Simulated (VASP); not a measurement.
# HgTe (Coloradoite) (F-43m) in VASP: notebook

Aim: see how the results for HgTe (Coloradoite) move with the level of theory and the settings. Levels: revPBE, BLYP, LDA. Tasks: relaxation of cell and atoms, single point.

Everything below comes from runs of VASP 6.6.1. Logs are shortened: lines on timing, memory, paths and dates and some standing lists are left out, and cuts for length are marked.

## Step 1: The cell of the first run

Symmetry: F-43m, No. 216, cubic system. The conventional cell has a = 6.429 Å, b = 6.429 Å, c = 6.429 Å, α = 90.00°, β = 90.00°, γ = 90.00°. Hg (site symmetry -43m) has 4 Te at 2.78 Å within 3.7 Å. Te (site symmetry -43m) has 4 Hg at 2.78 Å within 3.7 Å.

## Step 2: Relaxation of cell and atoms, revPBE

INCAR reads:

```
SYSTEM = HgTe
ALGO = Normal
EDIFF = 1E-6
EDIFFG = -0.01
ENCUT = 600
GGA = RE
IBRION = 2
ISIF = 3
ISMEAR = -1
LASPH = .True.
LCHARG = .False.
LREAL = .False.
LWAVE = .False.
NELM = 100
NSW = 60
PREC = Accurate
SIGMA = 0.05
```

KPOINTS reads:

```
k-points
0
Gamma
  7 7 7
  0 0 0
```

POSCAR reads:

```
HgTe
1.0
    0.0000000000      3.2145000000      3.2145000000
    3.2145000000      0.0000000000      3.2145000000
    3.2145000000      3.2145000000      0.0000000000
Hg Te
1 1
Direct
    0.0000000000      0.0000000000      0.0000000000
    0.7500000000      0.7500000000      0.7500000000
```

Potentials or basis: VASP PAW PBE potentials, release 64 (Hg, Te).

On the command line:

```console
> cat potpaw_PBE.64/Hg/POTCAR potpaw_PBE.64/Te/POTCAR > POTCAR
> mpirun -np 1 vasp_std > vasp.out
```

OUTCAR:

```text
SYSTEM = HgTe
   EDIFF = 1E-6
   EDIFFG = -0.01
   ENCUT = 600
   GGA = RE
   IBRION = 2
   ISIF = 3
   ISMEAR = -1
   LASPH = .True.
   LREAL = .False.
   NELM = 100
   NSW = 60
   PREC = Accurate

 ion  position               nearest neighbor table
   1  0.000  0.000  0.000-   2 2.78   2 2.78   2 2.78   2 2.78
   2  0.750  0.750  0.750-   1 2.78   1 2.78   1 2.78   1 2.78

  LATTYP: Found a face centered cubic cell.
 ALAT       =     6.4290000000

  Lattice vectors:

 A1 = (   0.0000000000,   3.2145000000,   3.2145000000)
 A2 = (   3.2145000000,   0.0000000000,   3.2145000000)
 A3 = (   3.2145000000,   3.2145000000,   0.0000000000)

Analysis of symmetry for initial positions (statically):
=====================================================================
 Subroutine PRICEL returns:
 Original cell was already a primitive cell.

 Routine SETGRP: Setting up the symmetry group for a
 face centered cubic supercell.

 Subroutine GETGRP returns: Found 24 space group operations
 (whereof 24 operations were pure point group operations)
 out of a pool of 48 trial point group operations.

The static configuration has the point symmetry T_d .

Analysis of symmetry for dynamics (positions and initial velocities):
=====================================================================
 Subroutine PRICEL returns:
 Original cell was already a primitive cell.

 Routine SETGRP: Setting up the symmetry group for a
 face centered cubic supercell.

 Subroutine GETGRP returns: Found 24 space group operations
 (whereof 24 operations were pure point group operations)
 out of a pool of 48 trial point group operations.

The dynamic configuration has the point symmetry T_d .

 Subroutine INISYM returns: Found 24 space group operations
 (whereof 24 operations are pure point group operations),
 and found     1 'primitive' translations

----------------------------------------------------------------------------------------

                                     Primitive cell

  volume of cell :      66.4309

  direct lattice vectors                    reciprocal lattice vectors
     0.000000000  3.214500000  3.214500000    -0.155545186  0.155545186  0.155545186
     3.214500000  0.000000000  3.214500000     0.155545186 -0.155545186  0.155545186
     3.214500000  3.214500000  0.000000000     0.155545186  0.155545186 -0.155545186

  length of vectors
     4.545989496  4.545989496  4.545989496     0.269412165  0.269412165  0.269412165

  position of ions in fractional coordinates (direct lattice)
     0.000000000  0.000000000  0.000000000
     0.750000000  0.750000000  0.750000000

  ion indices of the primitive-cell ions
   primitive index   ion index
                 1           1
                 2           2

----------------------------------------------------------------------------------------

 KPOINTS: k-points

Automatic generation of k-mesh.
 Grid dimensions read from file:
 generate k-points for:    7    7    7

 Generating k-lattice:

  Cartesian coordinates                     Fractional coordinates (reciprocal lattice)
    -0.022220741  0.022220741  0.022220741     0.142857143  0.000000000  0.000000000
     0.022220741 -0.022220741  0.022220741     0.000000000  0.142857143  0.000000000
     0.022220741  0.022220741 -0.022220741     0.000000000  0.000000000  0.142857143

  Length of vectors
     0.038487452  0.038487452  0.038487452

  Shift w.r.t. Gamma in fractional coordinates (k-lattice)
     0.000000000  0.000000000  0.000000000

 Subroutine IBZKPT returns following result:
 ===========================================

 Found     20 irreducible k-points:

 Following reciprocal coordinates:
            Coordinates               Weight
  0.000000  0.000000  0.000000      1.000000
  0.142857  0.000000  0.000000      8.000000
  0.285714  0.000000  0.000000      8.000000
  0.428571  0.000000  0.000000      8.000000
  0.142857  0.142857  0.000000      6.000000
  0.285714  0.142857  0.000000     24.000000
[... 12 lines left out ...]
 -0.428571  0.428571  0.142857     24.000000
 -0.285714  0.428571  0.142857     24.000000
   k-points           NKPTS =     20   k-points in BZ     NKDIM =     20   number of bands    NBANDS=     13
   number of dos      NEDOS =    301   number of ions     NIONS =      2
   total plane-waves  NPLWV =  46656
   dimension x,y,z NGX =    36 NGY =   36 NGZ =   36
   dimension x,y,z NGXF=    72 NGYF=   72 NGZF=   72
   ions per type =               1   1
   NGX,Y,Z   is equivalent  to a cutoff of  13.17, 13.17, 13.17 a.u.
   NGXF,Y,Z  is equivalent  to a cutoff of  26.33, 26.33, 26.33 a.u.
 SYSTEM =  HgTe
   PREC   = accura    normal or accurate (medium, high low for compatibility)
   ISTART =      0    job   : 0-new  1-cont  2-samecut
   ICHARG =      2    charge: 1-file 2-atom 10-const
   ISPIN  =      1    spin polarized calculation?
   LNONCOLLINEAR =      F non collinear calculations
   LSORBIT =      F    spin-orbit coupling
   LASPH  =      T    aspherical Exc in radial PAW
   ENCUT  =  600.0 eV  44.10 Ry    6.64 a.u.   9.08  9.08  9.08*2*pi/ulx,y,z
   NELM   =    100;   NELMIN=  2; NELMDL= -5     # of ELM steps
   EDIFF  = 0.1E-05   stopping-criterion for ELM
   LREAL  =      F    real-space projection
   EDIFFG = -.1E-01   stopping-criterion for IOM
   NSW    =     60    number of steps for IOM
   IBRION =      2    ionic relax: 0-MD 1-quasi-New 2-CG
   NFREE  =      1    steps in history (QN), initial steepest desc. (CG)
   ISIF   =      3    stress and relaxation
   ISYM   =      2    0-nonsym 1-usesym 2-fastsym
   POTIM  = 0.5000    time-step for ionic-motion
   TEBEG  =    0.0;   TEEND  =   0.0 temperature during run
   PSTRESS=    0.0 pullay stress
   NELECT =      18.0000    total number of electrons
   NUPDOWN=      -1.0000    fix difference up-down
   EMIN   =  10.00;   EMAX   =-10.00  energy-range for DOS
   EFERMI =   0.00;   METHOD = LEGACY
   ISMEAR =    -1;   SIGMA  =   0.05  broadening in eV -4-tet -1-fermi 0-gaus
   EFERMI_NEDOS =   21; number of points for ismear=-14 and -15
   IALGO  =     38    algorithm
   IMIX   =      4    mixing-type and parameters
     AMIX     =   0.40;   BMIX     =  1.00
     AMIX_MAG =   1.60;   BMIX_MAG =  1.00
  volume/ion in A,a.u.               =      33.22       224.15
  Fermi-wavevector in a.u.,A,eV,Ry     =   1.059357  2.001894 15.268958  1.122237
  Thomas-Fermi vector in A             =   2.194699
   LORBIT       =      0    0 simple, 1 ext, 2 COOP (PROOUT), +10 PAW based schemes
   GGA     = RE    functional components
   LHFCALC =     F    Hartree Fock is set to
   AEXX    =    0.0000 exact exchange contribution
   IVDW    =     0    specifies the selected vdW correction
   LEPSILON=     F    determine dielectric tensor
   LRPA    =     F    only Hartree local field effects (RPA)
 conjugate gradient relaxation of ions
 non-spin polarized calculation
  energy-cutoff  :      600.00
  volume of cell :       66.43
 maximum number of plane-waves:      2239
   NGX = 19   NGY = 19   NGZ = 19

--------------------------------------- Ionic step        1  -------------------------------------------

 number of electron      18.0000000 magnetization

 Free energy of the ion-electron system (eV)
  ---------------------------------------------------
  ext. energy  EPLUGINS =         0.00000000
  ---------------------------------------------------
  free energy    TOTEN  =        -2.87525664 eV

  energy without entropy =       -2.87456695  energy(sigma->0) =       -2.87491179

------------------------ aborting loop because EDIFF is reached ----------------------------------------

  FORCE on cell =-STRESS in cart. coord.  units (eV):
  Direction    XX          YY          ZZ          XY          YZ          ZX
  --------------------------------------------------------------------------------------
  -------------------------------------------------------------------------------------
  Total        2.4477329      2.4477329      2.4477329      0.0000000     -0.0000000     -0.0000000
  in kB       59.0342874     59.0342874     59.0342874      0.0000000     -0.0000000     -0.0000000
  external PRESSURE =      59.0342874 kB  Pullay stress =       0.0000000 kB

 VOLUME and BASIS-vectors are now :
 -----------------------------------------------------------------------------
  energy-cutoff  :      600.00
  volume of cell :       66.43
      direct lattice vectors                 reciprocal lattice vectors
     0.000000000  3.214500000  3.214500000    -0.155545186  0.155545186  0.155545186
     3.214500000  0.000000000  3.214500000     0.155545186 -0.155545186  0.155545186
     3.214500000  3.214500000  0.000000000     0.155545186  0.155545186 -0.155545186
[... 37 lines left out ...]
 POSITION                                       TOTAL-FORCE (eV/Angst)
 -----------------------------------------------------------------------------------
      3.40429      6.80858      3.40429        -0.000000     -0.000000     -0.000000
      5.10644      5.10644      5.10644         0.000000      0.000000      0.000000
 -----------------------------------------------------------------------------------
    total drift:                                0.000000      0.000000      0.000000

  FREE ENERGIE OF THE ION-ELECTRON SYSTEM (eV)
  ---------------------------------------------------
  free  energy   TOTEN  =        -3.0241162387 eV

  energy  without entropy=       -3.0231989426  energy(sigma->0) =       -3.02365759

--------------------------------------- Ionic step        3  -------------------------------------------

 number of electron      17.9999999 magnetization

 Free energy of the ion-electron system (eV)
  ---------------------------------------------------
  ext. energy  EPLUGINS =         0.00000000
  ---------------------------------------------------
  free energy    TOTEN  =        -3.03222772 eV

  energy without entropy =       -3.03136175  energy(sigma->0) =       -3.03179474

 E-fermi :   2.0509     XC(G=0):  -8.0156

 val. band max:        1.9984258012   @ k =   0.0000   0.0000   0.0000
 cond. band min:       2.6281884309   @ k =   0.1429   0.0000   0.0000
 fundamental gap:      0.6297626296
 Fermi energy:         2.0509212235

 k-point     1 :       0.0000    0.0000    0.0000
  band No.  band energies     occupation
      1      -9.1757      2.00000
      2      -4.7347      2.00000
      3      -4.7347      2.00000
      4      -4.7347      2.00000
      5      -4.3420      2.00000
      6      -4.3420      2.00000
      7       1.0712      2.00000
      8       1.9984      1.48151
      9       1.9984      1.48151
     10       1.9984      1.48151
     11       6.4611      0.00000
     12       6.4611      0.00000
     13       6.4611      0.00000

 k-point     2 :       0.1429    0.0000    0.0000
  band No.  band energies     occupation
      1      -9.1000      2.00000
      2      -4.7142      2.00000
      3      -4.7142      2.00000
      4      -4.6926      2.00000
      5      -4.3433      2.00000
      6      -4.3433      2.00000
      7       0.0110      2.00000
      8       1.8312      1.97563
      9       1.8312      1.97563
     10       2.6282      0.00002
     11       6.4071      0.00000
[... 310 lines left out ...]
 POSITION                                       TOTAL-FORCE (eV/Angst)
 -----------------------------------------------------------------------------------
      0.00000     -0.00000      0.00000        -0.000000      0.000000     -0.000000
      5.04632      5.04632      5.04632         0.000000     -0.000000      0.000000
 -----------------------------------------------------------------------------------
    total drift:                                0.000000      0.000000      0.000000

  FREE ENERGIE OF THE ION-ELECTRON SYSTEM (eV)
  ---------------------------------------------------
  free  energy   TOTEN  =        -3.0322277176 eV

  energy  without entropy=       -3.0313617526  energy(sigma->0) =       -3.03179474

 reached required accuracy - stopping structural energy minimisation
```

Run time: 50 s. Hardware: 1 thread of Intel Xeon Platinum 8259CL at 2.50GHz (Skylake/Cascade Lake), shared host; peak memory 0.23 GiB.

What came out:

| Property | Result |
| --- | --- |
| Free energy | -3.0322 eV |
| Relaxed volume | 38.08 Å³/atom |
| Relaxed cell | a = 4.758 Å, b = 4.758 Å, c = 4.758 Å, α = 60.00°, β = 60.00°, γ = 60.00° |
| Space group after relaxing (to 0.05 Å) | F-43m (No. 216) |
| Energy gained by relaxing | 78.5 meV/atom |
| Ionic steps | 3 |
| Pressure after relaxing | 0.0 GPa |
| Band gap on the k mesh | zero (filled and empty bands touch) |

The path:
```
step  energy change (eV)  largest force (eV/Å)  pressure (GPa)  volume (Å³)
   1              0.0000                0.0000            5.90        66.43
   2             -0.1489                0.0000           -0.94        78.91
   3             -0.1570                0.0000            0.04        76.15
```

Final structure:
```yaml
crystal:
  lattice:
    - [0.00000, 3.36421, 3.36421]
    - [3.36421, 0.00000, 3.36421]
    - [3.36421, 3.36421, 0.00000]
  atoms:
    - { symbol: Hg, position: [0.00000, 0.00000, 0.00000] }
    - { symbol: Te, position: [0.75000, 0.75000, 0.75000] }
```

Levels at points of the mesh, in eV from the Fermi level:
```
           k point  band 5  band 6  band 7  band 8  band 9  band 10  band 11  band 12  band 13
(0.00, 0.00, 0.00)   -6.39   -6.39   -0.98   -0.05   -0.05    -0.05     4.41     4.41     4.41
```

Caveat: the PAW data sets were made with another functional, which shifts forces and pressure a little; spin-orbit coupling is left out, which moves the levels of the heavy elements; the volume moved by +15 % from the deposited cell, more than functionals usually miss. Zero-point motion and thermal expansion aren't in these numbers.

## Step 3: Relaxation of cell and atoms, BLYP

INCAR reads:

```
PREC     = Accurate       # precision mode
ENCUT    = 600            # plane-wave cutoff, eV
EDIFF    = 1E-6           # SCF threshold, eV
ISMEAR   = -1             # smearing method
SIGMA    = 0.05           # smearing width, eV
LREAL    = False          # projectors in reciprocal space
LASPH    = True           # aspherical terms in the spheres
NELM     = 100            # most SCF steps
ALGO     = Normal         # electronic algorithm
ISIF     = 3              # what is computed and relaxed
LWAVE    = False          # write WAVECAR
LCHARG   = False          # write CHGCAR
GGA      = B5             # functional
ALDAX    = 1.0          
AGGAX    = 1.0          
AGGAC    = 1.0          
ALDAC    = 0.0          
IBRION   = 2              # ionic algorithm
NSW      = 60             # ionic steps
EDIFFG   = -0.01          # ionic threshold
```

KPOINTS reads:

```
regular mesh
0
Gamma
  7 7 7
```

POSCAR is that of step 2.

Potentials or basis: VASP PAW PBE potentials, release 64 (Hg, Te).

On the command line:

```console
> cat potpaw_PBE.64/Hg/POTCAR potpaw_PBE.64/Te/POTCAR > POTCAR
> mpirun -np 1 vasp_std > vasp.out
```

OUTCAR:

```text
PREC = Accurate
   ENCUT = 600
   EDIFF = 1E-6
   ISMEAR = -1
   LREAL = False
   LASPH = True
   NELM = 100
   ISIF = 3
   GGA = B5
   IBRION = 2
   NSW = 60
   EDIFFG = -0.01

 ion  position               nearest neighbor table
   1  0.000  0.000  0.000-   2 2.78   2 2.78   2 2.78   2 2.78
   2  0.750  0.750  0.750-   1 2.78   1 2.78   1 2.78   1 2.78

  LATTYP: Found a face centered cubic cell.
 ALAT       =     6.4290000000

  Lattice vectors:

 A1 = (   0.0000000000,   3.2145000000,   3.2145000000)
 A2 = (   3.2145000000,   0.0000000000,   3.2145000000)
 A3 = (   3.2145000000,   3.2145000000,   0.0000000000)

Analysis of symmetry for initial positions (statically):
=====================================================================
 Subroutine PRICEL returns:
 Original cell was already a primitive cell.

[... 173 lines left out ...]
  in kB       81.9822362     81.9822362     81.9822362      0.0000000      0.0000000     -0.0000000
  external PRESSURE =      81.9822362 kB  Pullay stress =       0.0000000 kB
[... 95 lines left out ...]
--------------------------------------- Ionic step        4  -------------------------------------------

 number of electron      18.0000003 magnetization

 Free energy of the ion-electron system (eV)
  ---------------------------------------------------
  ext. energy  EPLUGINS =         0.00000000
  ---------------------------------------------------
  free energy    TOTEN  =        -2.70699554 eV

  energy without entropy =       -2.70605008  energy(sigma->0) =       -2.70652281

 E-fermi :   1.8958     XC(G=0):  -7.5174

 val. band max:        1.8369070462   @ k =   0.0000   0.0000   0.0000
 cond. band min:       2.3413236808   @ k =   0.1429   0.0000   0.0000
 fundamental gap:      0.5044166346
 Fermi energy:         1.8958390948

 k-point     1 :       0.0000    0.0000    0.0000
  band No.  band energies     occupation
      1      -9.0973      2.00000
      2      -4.6828      2.00000
      3      -4.6828      2.00000
      4      -4.6828      2.00000
      5      -4.3406      2.00000
      6      -4.3406      2.00000
      7       0.6519      2.00000
      8       1.8369      1.52941
      9       1.8369      1.52941
     10       1.8369      1.52941
     11       6.3345      0.00000
     12       6.3345      0.00000
     13       6.3345      0.00000
[... 331 lines left out ...]
  FREE ENERGIE OF THE ION-ELECTRON SYSTEM (eV)
  ---------------------------------------------------
  free  energy   TOTEN  =        -2.7069955428 eV

  energy  without entropy=       -2.7060500835  energy(sigma->0) =       -2.70652281

 reached required accuracy - stopping structural energy minimisation
```

OSZICAR:

```text
N       E                     dE             d eps       ncg     rms          rms(c)
DAV:   1     0.118347521535E+03    0.11835E+03   -0.88812E+03   520   0.135E+03
DAV:   2     0.225780514258E+01   -0.11609E+03   -0.10990E+03   550   0.282E+02
DAV:   3    -0.266087076281E+01   -0.49187E+01   -0.48841E+01   650   0.604E+01
[... 35 lines left out ...]
DAV:   2    -0.270722866325E+01    0.18969E-02   -0.51268E-03   540   0.970E-01    0.103E-01
DAV:   3    -0.270702995053E+01    0.19871E-03   -0.58031E-04   520   0.223E-01    0.964E-02
DAV:   4    -0.270699933039E+01    0.30620E-04   -0.50802E-05   575   0.537E-02    0.184E-02
DAV:   5    -0.270699608899E+01    0.32414E-05   -0.86061E-06   538   0.346E-02    0.131E-02
DAV:   6    -0.270699554284E+01    0.54615E-06   -0.13586E-06   260   0.126E-02
   4 F= -.27069955E+01 E0= -.27065228E+01  d E =-.291790E+00
```

Run time: 97 s. Hardware: 1 thread of Intel Xeon Platinum 8259CL at 2.50GHz (Skylake/Cascade Lake), shared host; peak memory 0.23 GiB.

Results:

| Item | Value |
| --- | --- |
| Free energy | -2.7070 eV |
| Relaxed volume | 40.18 Å³/atom |
| Relaxed cell | a = 4.844 Å, b = 4.844 Å, c = 4.844 Å, α = 60.00°, β = 60.00°, γ = 60.00° |
| Space group after relaxing (to 0.05 Å) | F-43m (No. 216) |
| Energy gained by relaxing | 145.9 meV/atom |
| Ionic steps | 4 |
| Pressure after relaxing | 0.0 GPa |
| Band gap on the k mesh | zero (filled and empty bands touch) |

The path:
```
step  energy change (eV)  largest force (eV/Å)  pressure (GPa)  volume (Å³)
   1              0.0000                0.0000            8.20        66.43
   2             -0.2780                0.0000           -1.08        84.15
   3             -0.2917                0.0000            0.08        80.08
   4             -0.2918                0.0000           -0.01        80.37
```

Final structure:
```xyz
2
Lattice="0.0000 3.4252 3.4252 3.4252 0.0000 3.4252 3.4252 3.4252 0.0000" Properties=species:S:1:pos:R:3 pbc="T T T"
Hg    6.8504    6.8504    6.8504
Te    5.1378    5.1378    5.1378
```

Levels at points of the mesh, in eV from the Fermi level:
| k point | band 6 | band 7 | band 8 | band 9 | band 10 | band 11 | band 12 | band 13 |
| --- | --- | --- | --- | --- | --- | --- | --- | --- |
| (0.00, 0.00, 0.00) | -6.24 | -1.24 | -0.06 | -0.06 | -0.06 | 4.44 | 4.44 | 4.44 |

Caveat: the volume moved by over 15 % at a fixed basis, so the end points are rough; the PAW data sets were made with another functional, which shifts forces and pressure a little; spin-orbit coupling is left out, which moves the levels of the heavy elements; the volume moved by +21 % from the deposited cell, more than functionals usually miss. BLYP gives volumes clearly too large for solids.

(Continued in part 2 of 2.)
